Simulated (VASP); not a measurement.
Wanted: the native input for a VASP 6.6.1 run.

* Task: relaxation of cell and atoms
* Functional: PBE
* Potentials or basis: VASP PAW PBE potentials, release 64 (Si, Sn_d)
* Cutoff: 600 eV
* k mesh: 12 × 12 × 8
* Occupations: gaussian, width 0.1 eV
* Spin: no spin polarisation
* Dipole correction: no
* Further INCAR settings: ALGO = Normal; EDIFF = 1e-06; IBRION = 2; EDIFFG = -0.01; NSW = 100; ISIF = 3

The structure of Si3Sn lies in POSCAR:

```
Si3Sn
1.0
    3.6223412518      0.0000000000      0.0000000000
    0.0000000000      3.6223412518      0.0000000000
    0.0000000000      0.0000000000      7.1978367044
Si Sn
3 1
Direct
    0.0000000000      0.0000000000      0.6755460770
    0.0000000000      0.0000000000      0.3244539230
    0.0000000000      0.0000000000      0.0000000000
    0.5000000000      0.5000000000      0.5000000000
```

The cell was built from a structure type or drawn by symmetry, and may not be a known phase.

One way to write it, as run:

INCAR

```
ALGO = Normal
EDIFF = 1E-6
EDIFFG = -0.01
ENCUT = 600
GGA = PE
IBRION = 2
ISIF = 3
ISMEAR = 0
LASPH = True
LCHARG = False
LREAL = False
LWAVE = False
NELM = 80
NSW = 100
PREC = Accurate
SIGMA = 0.1
```

KPOINTS

```
k-points
0
Gamma
  12 12 8
```

Potentials or basis: VASP PAW PBE potentials, release 64 (Si, Sn_d).

Command:

```bash
$ cat potpaw_PBE.64/Si/POTCAR potpaw_PBE.64/Sn_d/POTCAR > POTCAR
$ mpirun -np 1 vasp_std > vasp.out
```

It gave:

| Item | Value |
| --- | --- |
| Relaxed volume | 22.80 Å³/atom |
| Relaxed cell | a = 3.464 Å, b = 3.464 Å, c = 7.601 Å, α = 90.00°, β = 90.00°, γ = 90.00° |
| Space group after relaxing (to 0.1 Å) | P4/mmm (No. 123) |
| Energy gained by relaxing | 22.4 meV/atom |
| Ionic steps | 19 |
| Pressure after relaxing | 0.1 GPa |
| Largest force after relaxing | 0.007 eV/Å |
| Band gap on the k mesh | zero (bands 13 and 14 overlap by 4.25 eV) |

Caveat: spin-orbit coupling is left out, which moves the levels of the heavy elements.

It took 20 min on 1 thread of AMD EPYC 9R45 96-Core Processor (Zen 5) (shared host), peak memory 0.4 GiB.
